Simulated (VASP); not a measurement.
# Pt (Im-3m) in VASP: further runs

Pt is run at these levels: LDA; tasks: single point.

All numbers are computed with VASP 6.6.1; they aren't measurements. Logs are shortened: lines on timing, memory, paths and dates and some standing lists are left out, and cuts for length are marked.

## 1. The cell of the first run

It takes space group Im-3m (No. 229, cubic). The conventional cell has a = 3.168 Å, b = 3.168 Å, c = 3.168 Å, α = 90.00°, β = 90.00°, γ = 90.00°. Pt (site symmetry m-3m) has 14 Pt at 2.74 to 3.17 Å within 3.6 Å.

## 2. Single point, LDA

INCAR reads:

```
SYSTEM = Pt
ALGO = Normal
EDIFF = 1E-6
ENCUT = 520
ISIF = 2
ISMEAR = -1
LASPH = .TRUE.
LCHARG = .FALSE.
LREAL = .FALSE.
LWAVE = .FALSE.
NBANDS = 11
NELM = 60
PREC = Accurate
SIGMA = 0.05
```

KPOINTS reads:

```
k-points
0
G
  12 12 12
  0 0 0
```

POSCAR reads:

```
Pt
1.0
    2.7439500000      0.0000000000      0.0000000000
   -0.9146499714      2.5870208798      0.0000000000
   -0.9146499714     -1.2935103791      2.2404258371
Pt
1
Direct
    0.0000000000      0.0000000000      0.0000000000
```

Potentials or basis: VASP PAW LDA potentials, release 64 (Pt).

Command:

```console
> cat potpaw_LDA.64/Pt/POTCAR > POTCAR
> mpirun -np 1 vasp_std > vasp.out
```

OUTCAR:

```text
SYSTEM = Pt
   EDIFF = 1E-6
   ENCUT = 520
   ISIF = 2
   ISMEAR = -1
   LASPH = .TRUE.
   LREAL = .FALSE.
   NELM = 60
   PREC = Accurate

 ion  position               nearest neighbor table
   1  0.000  0.000  0.000-

  LATTYP: Found a body centered cubic cell.
 ALAT       =     3.1684405423

  Lattice vectors:

 A1 = (   2.7439500000,   0.0000000000,   0.0000000000)
 A2 = (  -0.9146499714,   2.5870208798,   0.0000000000)
 A3 = (  -0.9146499714,  -1.2935103791,   2.2404258371)

Analysis of symmetry for initial positions (statically):
=====================================================================
 Subroutine PRICEL returns:
 Original cell was already a primitive cell.

 Routine SETGRP: Setting up the symmetry group for a
 body centered cubic supercell.

 Subroutine GETGRP returns: Found 48 space group operations
[... 9 lines left out ...]

 Routine SETGRP: Setting up the symmetry group for a
 body centered cubic supercell.

 Subroutine GETGRP returns: Found 48 space group operations
[... 11 lines left out ...]
                                     Primitive cell

  volume of cell :      15.9040

  direct lattice vectors                    reciprocal lattice vectors
     2.743950000  0.000000000  0.000000000     0.364438128  0.128848331  0.223171849
    -0.914649971  2.587020880  0.000000000     0.000000000  0.386545005  0.223171849
    -0.914649971 -1.293510379  2.240425837     0.000000000  0.000000000  0.446343719

  length of vectors
     2.743950000  2.743950000  2.743950000     0.446343719  0.446343719  0.446343719

  position of ions in fractional coordinates (direct lattice)
     0.000000000  0.000000000  0.000000000

  ion indices of the primitive-cell ions
   primitive index   ion index
                 1           1

----------------------------------------------------------------------------------------

 KPOINTS: k-points

Automatic generation of k-mesh.
 Grid dimensions read from file:
 generate k-points for:   12   12   12

 Generating k-lattice:

  Cartesian coordinates                     Fractional coordinates (reciprocal lattice)
     0.030369844  0.010737361  0.018597654     0.083333333  0.000000000  0.000000000
     0.000000000  0.032212084  0.018597654     0.000000000  0.083333333  0.000000000
     0.000000000  0.000000000  0.037195310     0.000000000  0.000000000  0.083333333

  Length of vectors
     0.037195310  0.037195310  0.037195310

  Shift w.r.t. Gamma in fractional coordinates (k-lattice)
     0.000000000  0.000000000  0.000000000

 Subroutine IBZKPT returns following result:
 ===========================================

 Found     72 irreducible k-points:

 Following reciprocal coordinates:
            Coordinates               Weight
  0.000000  0.000000  0.000000      1.000000
  0.083333  0.000000 -0.000000     12.000000
  0.166667 -0.000000 -0.000000     12.000000
  0.250000  0.000000  0.000000     12.000000
  0.333333 -0.000000  0.000000     12.000000
  0.416667  0.000000  0.000000     12.000000
[... 16 lines left out ...]
  0.333333  0.083333  0.083333     24.000000
  0.416667  0.083333  0.083333     12.000000
 [... further k-points ...]
   k-points           NKPTS =     72   k-points in BZ     NKDIM =     72   number of bands    NBANDS=     11
   number of dos      NEDOS =    301   number of ions     NIONS =      1
   total plane-waves  NPLWV =   8000
   dimension x,y,z NGX =    20 NGY =   20 NGZ =   20
   dimension x,y,z NGXF=    40 NGYF=   40 NGZF=   40
   ions per type =               1
   NGX,Y,Z   is equivalent  to a cutoff of  12.12, 12.12, 12.12 a.u.
   NGXF,Y,Z  is equivalent  to a cutoff of  24.23, 24.23, 24.23 a.u.
 SYSTEM =  Pt
   PREC   = accura    normal or accurate (medium, high low for compatibility)
   ISTART =      0    job   : 0-new  1-cont  2-samecut
   ICHARG =      2    charge: 1-file 2-atom 10-const
   ISPIN  =      1    spin polarized calculation?
   LNONCOLLINEAR =      F non collinear calculations
   LSORBIT =      F    spin-orbit coupling
   LASPH  =      T    aspherical Exc in radial PAW
   ENCUT  =  520.0 eV  38.22 Ry    6.18 a.u.   5.10  5.10  5.10*2*pi/ulx,y,z
   NELM   =     60;   NELMIN=  2; NELMDL= -5     # of ELM steps
   EDIFF  = 0.1E-05   stopping-criterion for ELM
   LREAL  =      F    real-space projection
   EDIFFG = 0.1E-04   stopping-criterion for IOM
   NSW    =      0    number of steps for IOM
   IBRION =     -1    ionic relax: 0-MD 1-quasi-New 2-CG
   NFREE  =      0    steps in history (QN), initial steepest desc. (CG)
   ISIF   =      2    stress and relaxation
   ISYM   =      2    0-nonsym 1-usesym 2-fastsym
   POTIM  = 0.5000    time-step for ionic-motion
   TEBEG  =    0.0;   TEEND  =   0.0 temperature during run
   PSTRESS=    0.0 pullay stress
   NELECT =      10.0000    total number of electrons
   NUPDOWN=      -1.0000    fix difference up-down
   EMIN   =  10.00;   EMAX   =-10.00  energy-range for DOS
   EFERMI =   0.00;   METHOD = LEGACY
   ISMEAR =    -1;   SIGMA  =   0.05  broadening in eV -4-tet -1-fermi 0-gaus
   EFERMI_NEDOS =   21; number of points for ismear=-14 and -15
   IALGO  =     38    algorithm
   IMIX   =      4    mixing-type and parameters
     AMIX     =   0.40;   BMIX     =  1.00
     AMIX_MAG =   1.60;   BMIX_MAG =  1.00
  volume/ion in A,a.u.               =      15.90       107.33
  Fermi-wavevector in a.u.,A,eV,Ry     =   1.402510  2.650359 26.763122  1.967034
  Thomas-Fermi vector in A             =   2.525264
   LORBIT       =      0    0 simple, 1 ext, 2 COOP (PROOUT), +10 PAW based schemes
   GGA     = CA    functional components
   LHFCALC =     F    Hartree Fock is set to
   AEXX    =    0.0000 exact exchange contribution
   IVDW    =     0    specifies the selected vdW correction
   LEPSILON=     F    determine dielectric tensor
   LRPA    =     F    only Hartree local field effects (RPA)
 non-spin polarized calculation
  energy-cutoff  :      520.00
  volume of cell :       15.90
 maximum number of plane-waves:       442
   NGX = 11   NGY = 11   NGZ = 11

 number of electron      10.0000000 magnetization

 Free energy of the ion-electron system (eV)
  ---------------------------------------------------
  ext. energy  EPLUGINS =         0.00000000
  ---------------------------------------------------
  free energy    TOTEN  =        -7.35853548 eV

  energy without entropy =       -7.35209601  energy(sigma->0) =       -7.35531574

 E-fermi :   9.8637     XC(G=0): -13.3761

 val. band max:        9.8044943687   @ k =   0.5000   0.5000   0.4167
 cond. band min:       9.8955068840   @ k =  -0.4167  -0.4167   0.1667
 fundamental gap:      0.0910125154
 Fermi energy:         9.8637112613

 k-point     1 :       0.0000    0.0000    0.0000
  band No.  band energies     occupation
      1       0.4795      2.00000
      2       6.4620      2.00000
      3       6.4620      2.00000
      4       6.4620      2.00000
      5       8.9763      2.00000
      6       8.9764      2.00000
      7      27.0063      0.00000
      8      27.0063      0.00000
      9      27.0063      0.00000
     10      37.0222      0.00000
     11      37.0259      0.00000

 k-point     2 :       0.0833    0.0000   -0.0000
  band No.  band energies     occupation
      1       0.7591      2.00000
      2       6.3538      2.00000
      3       6.4612      2.00000
      4       6.6859      2.00000
      5       8.8406      2.00000
      6       8.9840      2.00000
      7      27.1236      0.00000
      8      27.2051      0.00000
      9      27.4173      0.00000
     10      34.1840      0.00000
     11      34.6258      0.00000

 k-point     3 :       0.1667   -0.0000   -0.0000
  band No.  band energies     occupation
      1       1.5399      2.00000
      2       6.0703      2.00000
      3       6.4381      2.00000
      4       7.3338      2.00000
      5       8.6021      2.00000
      6       9.0141      2.00000
      7      26.8765      0.00000
      8      27.0217      0.00000
      9      28.5863      0.00000
     10      32.3617      0.00000
     11      32.5612      0.00000

 k-point     4 :       0.2500    0.0000    0.0000
  band No.  band energies     occupation
      1       2.5739      2.00000
      2       5.7079      2.00000
      3       6.5158      2.00000
      4       8.3267      2.00000
      5       8.5416      2.00000
      6       9.0778      2.00000
      7      24.3599      0.00000
      8      25.9516      0.00000
      9      30.3337      0.00000
     10      31.3314      0.00000
     11      32.3655      0.00000

 k-point     5 :       0.3333   -0.0000    0.0000
  band No.  band energies     occupation
      1       3.2821      2.00000
      2       5.3701      2.00000
      3       7.2726      2.00000
      4       8.7002      2.00000
      5       9.1701      2.00000
      6       9.4977      1.99868
      7      20.9252      0.00000
      8      24.5514      0.00000
      9      28.5314      0.00000
     10      32.3605      0.00000
     11      33.2583      0.00000
[... 211 lines left out ...]
 k-point    21 :       0.1667    0.0833    0.0833
  band No.  band energies     occupation
      1       3.0586      2.00000
      2       5.6338      2.00000
      3       5.8853      2.00000
      4       8.7243      2.00000
      5       9.0144      2.00000
      6       9.2876      1.99998
      7      24.3888      0.00000
      8      25.6447      0.00000
      9      26.7181      0.00000
     10      29.4312      0.00000
     11      35.8673      0.00000

 k-point    22 :       0.2500    0.0833    0.0833
  band No.  band energies     occupation
      1       3.8077      2.00000
      2       5.3255      2.00000
      3       6.3678      2.00000
      4       8.7878      2.00000
      5       9.1692      2.00000
      6      10.7495      0.00000
      7      20.7466      0.00000
      8      24.3272      0.00000
      9      25.4470      0.00000
     10      31.1947      0.00000
     11      36.2767      0.00000

 k-point    23 :       0.3333    0.0833    0.0833
  band No.  band energies     occupation
      1       3.9138      2.00000
      2       5.1251      2.00000
      3       7.6044      2.00000
      4       8.8958      2.00000
      5       9.2732      1.99999
      6      12.2674      0.00000
      7      17.5434      0.00000
      8      23.3966      0.00000
      9      24.2790      0.00000
     10      33.0345      0.00000
     11      34.9427      0.00000

 k-point    24 :       0.4167    0.0833    0.0833
  band No.  band energies     occupation
      1       3.8818      2.00000
      2       5.0559      2.00000
      3       8.3467      2.00000
      4       8.9186      2.00000
      5       9.3108      1.99997
      6      13.2964      0.00000
      7      15.8045      0.00000
      8      23.0654      0.00000
      9      23.7657      0.00000
     10      33.9331      0.00000
     11      34.4211      0.00000

 [... further k-points ...]

------------------------ aborting loop because EDIFF is reached ----------------------------------------

  FORCE on cell =-STRESS in cart. coord.  units (eV):
  Direction    XX          YY          ZZ          XY          YZ          ZX
  --------------------------------------------------------------------------------------
  -------------------------------------------------------------------------------------
  Total       -1.5487058     -1.5487058     -1.5487059     -0.0000000     -0.0000000     -0.0000000
  in kB     -156.0173202   -156.0173214   -156.0173263     -0.0000017     -0.0000042     -0.0000030
  external PRESSURE =    -156.0173226 kB  Pullay stress =       0.0000000 kB

 VOLUME and BASIS-vectors are now :
 -----------------------------------------------------------------------------
  energy-cutoff  :      520.00
  volume of cell :       15.90
      direct lattice vectors                 reciprocal lattice vectors
     2.743950000  0.000000000  0.000000000     0.364438128  0.128848331  0.223171849
    -0.914649971  2.587020880  0.000000000     0.000000000  0.386545005  0.223171849
    -0.914649971 -1.293510379  2.240425837     0.000000000  0.000000000  0.446343719

 POSITION                                       TOTAL-FORCE (eV/Angst)
 -----------------------------------------------------------------------------------
      0.00000      0.00000      0.00000         0.000000      0.000000      0.000000
 -----------------------------------------------------------------------------------
    total drift:                                0.000000      0.000000      0.000000

  FREE ENERGIE OF THE ION-ELECTRON SYSTEM (eV)
  ---------------------------------------------------
  free  energy   TOTEN  =        -7.3585354791 eV

  energy  without entropy=       -7.3520960106  energy(sigma->0) =       -7.35531574
```

Run time: 7.1 s. Hardware: 1 thread of Intel Xeon 6975P-C, shared host; peak memory 0.12 GiB.

Results:

```
Free energy            : -7.3585 eV
Pressure               : -15.6 GPa
Band gap on the k mesh : zero (band 5 reaches 10.93 eV, above the bottom of band 6 at 8.82 eV)
```

Levels at points of the mesh, in eV from the Fermi level:
| k point | band 3 | band 4 | band 5 | band 6 | band 7 | band 8 |
| --- | --- | --- | --- | --- | --- | --- |
| (0.00, 0.00, 0.00) | -3.40 | -3.40 | -0.89 | -0.89 | 17.14 | 17.14 |
| (0.50, 0.00, 0.00) | -1.08 | -0.57 | 0.35 | 1.10 | 6.30 | 13.31 |
| (0.50, 0.50, 0.50) | 0.58 | 0.58 | 0.58 | 7.68 | 7.68 | 7.68 |

Caveat: spin-orbit coupling is left out, which moves the levels of the heavy elements.

## 3. Single point, LDA

INCAR reads:

```
SYSTEM = Pt
  PREC = Accurate
  ENCUT = 520
  EDIFF = 1E-7
  ISMEAR = -1
  SIGMA = 0.05
  LREAL = .FALSE.
  LASPH = .TRUE.
  NELM = 80
  ALGO = Normal
  ISIF = 2
  LWAVE = .FALSE.
  LCHARG = .TRUE.
  GGA = CA
  LELF = .TRUE.
  LVHAR = .TRUE.
  NBANDS = 11
```

KPOINTS reads:

```
regular mesh
0
G
  12 12 12
  0 0 0
```

POSCAR is that of step 2.

Potentials or basis: VASP PAW LDA potentials, release 64 (Pt).

Command:

```console
> cat potpaw_LDA.64/Pt/POTCAR > POTCAR
> mpirun -np 1 vasp_std > vasp.out
```

It took 10 s on 1 thread of Intel Xeon 6975P-C, shared host; peak memory 0.13 GiB.

The run converged. Its results:

- Free energy: -7.3585 eV
- Pressure: -15.6 GPa
- Band gap on the k mesh: zero (band 5 reaches 10.93 eV, above the bottom of band 6 at 8.82 eV)

Levels at points of the mesh, in eV from the Fermi level:
| k point | band 3 | band 4 | band 5 | band 6 | band 7 | band 8 |
| --- | --- | --- | --- | --- | --- | --- |
| (0.00, 0.00, 0.00) | -3.40 | -3.40 | -0.89 | -0.89 | 17.14 | 17.14 |
| (0.50, 0.00, 0.00) | -1.08 | -0.57 | 0.35 | 1.10 | 6.30 | 13.31 |
| (0.50, 0.50, 0.50) | 0.58 | 0.58 | 0.58 | 7.68 | 7.68 | 7.68 |

Caveat: spin-orbit coupling is left out, which moves the levels of the heavy elements.
